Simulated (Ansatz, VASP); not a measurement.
PbS in VASP and in Ansatz

```
Pb S
1.0
     4.08970    0.00000    0.00000
    -2.04485    3.54178    0.00000
     0.00000    0.00000    3.78817
Pb S
1 1
Direct
  0.00000 0.00000 0.00000
  0.66667 0.33333 0.50000
```

Alike in both runs: functional LDA; k mesh 6 × 6 × 5; occupations fermi-dirac, width 0.05 eV; non-collinear spin, spin-orbit coupling.

|  | VASP | Ansatz |
| --- | --- | --- |
| version | VASP 6.6.1 | Ansatz 0.2.0 |
| potentials or method | VASP PAW LDA potentials, release 64 (Pb_d, S) | Ansatz PAW |
| plane-wave cutoff (eV) | 520 | 420 |
| valence electrons in the cell | 20 | 20 |
| task | single point | band structure |

|  | VASP | Ansatz | Ansatz less VASP |
| --- | --- | --- | --- |
| pressure (GPa) | -4.6 | -4.7 | -0.09 |
| traceless stress, the component that is largest in VASP (GPa) | -0.11 | -0.12 | -0.014 |
| net moment per atom (μB) | 0.00 | 0.00 | 0.000 |

LDA's correlation is that of Perdew and Zunger in VASP and of Perdew and Wang (1992) in Ansatz.
